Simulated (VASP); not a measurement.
# SmHfW (P4/mmm) in VASP: single point with PBE

Aim: the single point of SmHfW with PBE.

Program: VASP 6.6.1. These are calculated values, not measurements. Logs are shortened: lines on timing, memory, paths and dates and some standing lists are left out, and cuts for length are marked.

## 1. The cell of the first run

It takes space group P4/mmm (No. 123, tetragonal). Conventional cell: a = 3.447 Å, b = 3.447 Å, c = 4.842 Å, α = 90.00°, β = 90.00°, γ = 90.00°. Sm (site symmetry 4/mmm) has 2 Hf at 2.42 Å and 4 W at 2.44 Å within 3.2 Å. Hf (site symmetry 4/mmm) has 2 Sm at 2.42 Å within 3.2 Å. Within 3.2 Å of W (site symmetry 4/mmm) lie 4 Sm at 2.44 Å.

## 2. Single point, PBE

File INCAR:

```
SYSTEM = SmHfW
ALGO = Normal
EDIFF = 1E-6
ENCUT = 520
GGA = PE
ISIF = 2
ISMEAR = 0
LASPH = .True.
LCHARG = .False.
LREAL = .False.
LWAVE = .False.
NBANDS = 27
NELM = 80
PREC = Accurate
SIGMA = 0.1
```

File KPOINTS:

```
k-points
0
Gamma
  6 6 4
  0 0 0
```

File POSCAR:

```
SmHfW
1.0
    3.4469802700      0.0000000000      0.0000000000
    0.0000000000      3.4469802700      0.0000000000
    0.0000000000      0.0000000000      4.8419715700
Sm Hf W
1 1 1
Direct
    0.5000000000      0.5000000000      0.0000000000
    0.5000000000      0.5000000000      0.5000000000
    0.0000000000      0.0000000000      0.0000000000
```

Potentials or basis: VASP PAW PBE potentials, release 64 (Sm, Hf_pv, W_sv).

Started as:

```bash
> cat potpaw_PBE.64/Sm/POTCAR potpaw_PBE.64/Hf_pv/POTCAR potpaw_PBE.64/W_sv/POTCAR > POTCAR
> mpirun -np 1 vasp_std > vasp.out
```

OUTCAR:

```text
SYSTEM = SmHfW
   EDIFF = 1E-6
   ENCUT = 520
   GGA = PE
   ISIF = 2
   ISMEAR = 0
   LASPH = .True.
   LREAL = .False.
   NELM = 80
   PREC = Accurate

 ion  position               nearest neighbor table
   1  0.500  0.500  0.000-   2 2.42   2 2.42   3 2.44   3 2.44   3 2.44   3 2.44
   2  0.500  0.500  0.500-   1 2.42   1 2.42   3 3.44   3 3.44   3 3.44   3 3.44   3 3.44   3 3.44
                             3 3.44   3 3.44
   3  0.000  0.000  0.000-   1 2.44   1 2.44   1 2.44   1 2.44   2 3.44   2 3.44   2 3.44   2 3.44
                             2 3.44   2 3.44   2 3.44   2 3.44

  LATTYP: Found a simple tetragonal cell.
 ALAT       =     3.4469802700
 C/A-ratio  =     1.4046995314

  Lattice vectors:

 A1 = (   3.4469802700,   0.0000000000,   0.0000000000)
 A2 = (   0.0000000000,   3.4469802700,   0.0000000000)
 A3 = (   0.0000000000,   0.0000000000,   4.8419715700)

Analysis of symmetry for initial positions (statically):
=====================================================================
 Subroutine PRICEL returns:
 Original cell was already a primitive cell.

 Routine SETGRP: Setting up the symmetry group for a
 simple tetragonal supercell.

 Subroutine GETGRP returns: Found 16 space group operations
 (whereof 16 operations were pure point group operations)
 out of a pool of 16 trial point group operations.

The static configuration has the point symmetry D_4h.

Analysis of symmetry for dynamics (positions and initial velocities):
=====================================================================
 Subroutine PRICEL returns:
 Original cell was already a primitive cell.

 Routine SETGRP: Setting up the symmetry group for a
 simple tetragonal supercell.

 Subroutine GETGRP returns: Found 16 space group operations
 (whereof 16 operations were pure point group operations)
 out of a pool of 16 trial point group operations.

The dynamic configuration has the point symmetry D_4h.

 Subroutine INISYM returns: Found 16 space group operations
 (whereof 16 operations are pure point group operations),
 and found     1 'primitive' translations

----------------------------------------------------------------------------------------

                                     Primitive cell

  volume of cell :      57.5307

  direct lattice vectors                    reciprocal lattice vectors
     3.446980270  0.000000000  0.000000000     0.290109000  0.000000000  0.000000000
     0.000000000  3.446980270  0.000000000     0.000000000  0.290109000  0.000000000
     0.000000000  0.000000000  4.841971570     0.000000000  0.000000000  0.206527441

  length of vectors
     3.446980270  3.446980270  4.841971570     0.290109000  0.290109000  0.206527441

  position of ions in fractional coordinates (direct lattice)
     0.500000000  0.500000000  0.000000000
     0.500000000  0.500000000  0.500000000
     0.000000000  0.000000000  0.000000000

  ion indices of the primitive-cell ions
   primitive index   ion index
                 1           1
                 2           2
                 3           3

----------------------------------------------------------------------------------------

 KPOINTS: k-points

Automatic generation of k-mesh.
 Grid dimensions read from file:
 generate k-points for:    6    6    4

 Generating k-lattice:

  Cartesian coordinates                     Fractional coordinates (reciprocal lattice)
     0.048351500  0.000000000  0.000000000     0.166666667  0.000000000  0.000000000
     0.000000000  0.048351500  0.000000000     0.000000000  0.166666667  0.000000000
     0.000000000  0.000000000  0.051631860     0.000000000  0.000000000  0.250000000

  Length of vectors
     0.048351500  0.048351500  0.051631860

  Shift w.r.t. Gamma in fractional coordinates (k-lattice)
     0.000000000  0.000000000  0.000000000

 Subroutine IBZKPT returns following result:
 ===========================================

 Found     30 irreducible k-points:

 Following reciprocal coordinates:
            Coordinates               Weight
  0.000000  0.000000  0.000000      1.000000
  0.166667  0.000000  0.000000      4.000000
  0.333333  0.000000  0.000000      4.000000
  0.500000  0.000000  0.000000      2.000000
  0.166667  0.166667  0.000000      4.000000
  0.333333  0.166667  0.000000      8.000000
[... 16 lines left out ...]
  0.333333  0.000000  0.500000      4.000000
  0.500000  0.000000  0.500000      2.000000
 [... further k-points ...]
   k-points           NKPTS =     30   k-points in BZ     NKDIM =     30   number of bands    NBANDS=     27
   number of dos      NEDOS =    301   number of ions     NIONS =      3
   total plane-waves  NPLWV =  28224
   dimension x,y,z NGX =    28 NGY =   28 NGZ =   36
   dimension x,y,z NGXF=    56 NGYF=   56 NGZF=   72
   ions per type =               1   1   1
   NGX,Y,Z   is equivalent  to a cutoff of  13.50, 13.50, 12.36 a.u.
   NGXF,Y,Z  is equivalent  to a cutoff of  27.01, 27.01, 24.72 a.u.
 SYSTEM =  SmHfW
   PREC   = accura    normal or accurate (medium, high low for compatibility)
   ISTART =      0    job   : 0-new  1-cont  2-samecut
   ICHARG =      2    charge: 1-file 2-atom 10-const
   ISPIN  =      1    spin polarized calculation?
   LNONCOLLINEAR =      F non collinear calculations
   LSORBIT =      F    spin-orbit coupling
   LASPH  =      T    aspherical Exc in radial PAW
   ENCUT  =  520.0 eV  38.22 Ry    6.18 a.u.   6.41  6.41  9.00*2*pi/ulx,y,z
   NELM   =     80;   NELMIN=  2; NELMDL= -5     # of ELM steps
   EDIFF  = 0.1E-05   stopping-criterion for ELM
   LREAL  =      F    real-space projection
   EDIFFG = 0.1E-04   stopping-criterion for IOM
   NSW    =      0    number of steps for IOM
   IBRION =     -1    ionic relax: 0-MD 1-quasi-New 2-CG
   NFREE  =      0    steps in history (QN), initial steepest desc. (CG)
   ISIF   =      2    stress and relaxation
   ISYM   =      2    0-nonsym 1-usesym 2-fastsym
   POTIM  = 0.5000    time-step for ionic-motion
   TEBEG  =    0.0;   TEEND  =   0.0 temperature during run
   PSTRESS=    0.0 pullay stress
   NELECT =      40.0000    total number of electrons
   NUPDOWN=      -1.0000    fix difference up-down
   EMIN   =  10.00;   EMAX   =-10.00  energy-range for DOS
   EFERMI =   0.00;   METHOD = LEGACY
   ISMEAR =     0;   SIGMA  =   0.10  broadening in eV -4-tet -1-fermi 0-gaus
   EFERMI_NEDOS =   21; number of points for ismear=-14 and -15
   IALGO  =     38    algorithm
   IMIX   =      4    mixing-type and parameters
     AMIX     =   0.40;   BMIX     =  1.00
     AMIX_MAG =   1.60;   BMIX_MAG =  1.00
  volume/ion in A,a.u.               =      19.18       129.41
  Fermi-wavevector in a.u.,A,eV,Ry     =   1.450312  2.740693 28.618576  2.103406
  Thomas-Fermi vector in A             =   2.567939
   LORBIT       =      0    0 simple, 1 ext, 2 COOP (PROOUT), +10 PAW based schemes
   GGA     = PE    functional components
   LHFCALC =     F    Hartree Fock is set to
   AEXX    =    0.0000 exact exchange contribution
   IVDW    =     0    specifies the selected vdW correction
   LEPSILON=     F    determine dielectric tensor
   LRPA    =     F    only Hartree local field effects (RPA)
 non-spin polarized calculation
 Gauss-broadening in eV      SIGMA  =   0.10
  energy-cutoff  :      520.00
  volume of cell :       57.53
 maximum number of plane-waves:      1572
 NGX is ok and might be reduce to    28
   NGX = 13   NGY = 13   NGZ = 19

 number of electron      40.0000000 magnetization

 Free energy of the ion-electron system (eV)
  ---------------------------------------------------
  ext. energy  EPLUGINS =         0.00000000
  ---------------------------------------------------
  free energy    TOTEN  =       -22.75113682 eV

  energy without entropy =      -22.70048373  energy(sigma->0) =      -22.72581028

 E-fermi :   6.6379     XC(G=0): -12.2270

 val. band max:        6.6313109749   @ k =   0.1667   0.1667   0.5000
 cond. band min:       6.6393236371   @ k =   0.3333   0.0000   0.0000
 fundamental gap:      0.0080126622
 Fermi energy:         6.6379461559

 k-point     1 :       0.0000    0.0000    0.0000
  band No.  band energies     occupation
      1     -67.0658      2.00000
      2     -32.4115      2.00000
      3     -31.5972      2.00000
      4     -31.5972      2.00000
      5     -31.2719      2.00000
      6     -24.8233      2.00000
[... 19 lines left out ...]
     26       6.8253      0.00804
     27       9.3876      0.00000

 k-point     2 :       0.1667    0.0000    0.0000
  band No.  band energies     occupation
      1     -67.0648      2.00000
      2     -32.7787      2.00000
      3     -31.5830      2.00000
      4     -31.2677      2.00000
      5     -31.1822      2.00000
      6     -24.8199      2.00000
[... 19 lines left out ...]
     26       7.2227      0.00000
     27       8.1571      0.00000

 k-point     3 :       0.3333    0.0000    0.0000
  band No.  band energies     occupation
      1     -67.0627      2.00000
      2     -33.1964      2.00000
      3     -31.5546      2.00000
      4     -31.2591      2.00000
      5     -30.6653      2.00000
      6     -24.8132      2.00000
[... 19 lines left out ...]
     26       7.8716      0.00000
     27       7.9175      0.00000

 k-point     4 :       0.5000    0.0000    0.0000
  band No.  band energies     occupation
      1     -67.0617      2.00000
      2     -33.3526      2.00000
      3     -31.5403      2.00000
      4     -31.2548      2.00000
      5     -30.4577      2.00000
      6     -24.8098      2.00000
[... 19 lines left out ...]
     26       8.1822      0.00000
     27       8.4072      0.00000
[... 516 lines left out ...]
      4     -31.2671      2.00000
      5     -31.2231      2.00000
      6     -24.2425      2.00000
[... 19 lines left out ...]
     26       7.4172      0.00000
     27       9.8474      0.00000

 k-point    23 :       0.3333    0.0000    0.5000
  band No.  band energies     occupation
      1     -67.0627      2.00000
      2     -33.2790      2.00000
      3     -31.5545      2.00000
      4     -31.2601      2.00000
      5     -30.7305      2.00000
      6     -24.2286      2.00000
[... 19 lines left out ...]
     26       8.3239      0.00000
     27       9.8297      0.00000

 k-point    24 :       0.5000    0.0000    0.5000
  band No.  band energies     occupation
      1     -67.0617      2.00000
      2     -33.4303      2.00000
      3     -31.5402      2.00000
      4     -31.2566      2.00000
      5     -30.5303      2.00000
      6     -24.2384      2.00000
[... 19 lines left out ...]
     26       9.6654      0.00000
     27       9.9761      0.00000

 [... further k-points ...]
[... 5 lines left out ...]
  --------------------------------------------------------------------------------------
  -------------------------------------------------------------------------------------
  Total        7.6680319      7.6680319      7.6374025      0.0000000      0.0000000     -0.0000000
  in kB      213.5475830    213.5475830    212.6945850      0.0000000      0.0000000     -0.0000000
  external PRESSURE =     213.2632503 kB  Pullay stress =       0.0000000 kB

 VOLUME and BASIS-vectors are now :
 -----------------------------------------------------------------------------
  energy-cutoff  :      520.00
  volume of cell :       57.53
      direct lattice vectors                 reciprocal lattice vectors
     3.446980270  0.000000000  0.000000000     0.290109000  0.000000000  0.000000000
     0.000000000  3.446980270  0.000000000     0.000000000  0.290109000  0.000000000
     0.000000000  0.000000000  4.841971570     0.000000000  0.000000000  0.206527441

 POSITION                                       TOTAL-FORCE (eV/Angst)
 -----------------------------------------------------------------------------------
      1.72349      1.72349      0.00000         0.000000      0.000000      0.000000
      1.72349      1.72349      2.42099         0.000000      0.000000      0.000000
      0.00000      0.00000      0.00000         0.000000      0.000000      0.000000
 -----------------------------------------------------------------------------------
    total drift:                                0.000000      0.000000     -0.000000

  FREE ENERGIE OF THE ION-ELECTRON SYSTEM (eV)
  ---------------------------------------------------
  free  energy   TOTEN  =       -22.7511368214 eV

  energy  without entropy=      -22.7004837301  energy(sigma->0) =      -22.72581028
```

Run time: 89 s. Hardware: 1 thread of Intel Xeon Platinum 8488C (Sapphire Rapids), shared host; peak memory 0.22 GiB.

Results:

| Item | Value |
| --- | --- |
| Free energy | -22.7511 eV |
| Pressure | 21.3 GPa |
| Band gap on the k mesh | zero (band 20 reaches 6.67 eV, above the bottom of band 21 at 6.25 eV) |

Stress tensor (GPa, compression positive):
```
21.35  0.00  0.00
 0.00 21.35  0.00
 0.00  0.00 21.27
```

Levels at points of the mesh, in eV from the Fermi level:
```tsv
k point	band 17	band 18	band 19	band 20	band 21	band 22	band 23	band 24
(0.00, 0.00, 0.00)	-2.21	-0.24	-0.12	-0.03	0.05	0.11	0.11	0.12
(0.50, 0.00, 0.00)	-1.21	-0.91	-0.62	-0.03	-0.01	0.17	0.23	1.23
(0.50, 0.50, 0.00)	-0.15	-0.15	-0.10	0.03	0.03	0.03	0.23	0.37
(0.00, 0.00, 0.50)	-1.17	-1.13	-1.07	-0.38	-0.38	-0.06	0.00	0.13
(0.50, 0.00, 0.50)	-0.75	-0.34	-0.16	-0.05	0.29	0.30	1.33	1.57
(0.50, 0.50, 0.50)	-1.00	-0.95	-0.14	-0.14	-0.08	0.19	0.21	0.31
```

Caveat: spin-orbit coupling is left out, which moves the levels of the heavy elements; without U or exact exchange the open f shell lies at the Fermi level, which spoils levels, moments and volumes.
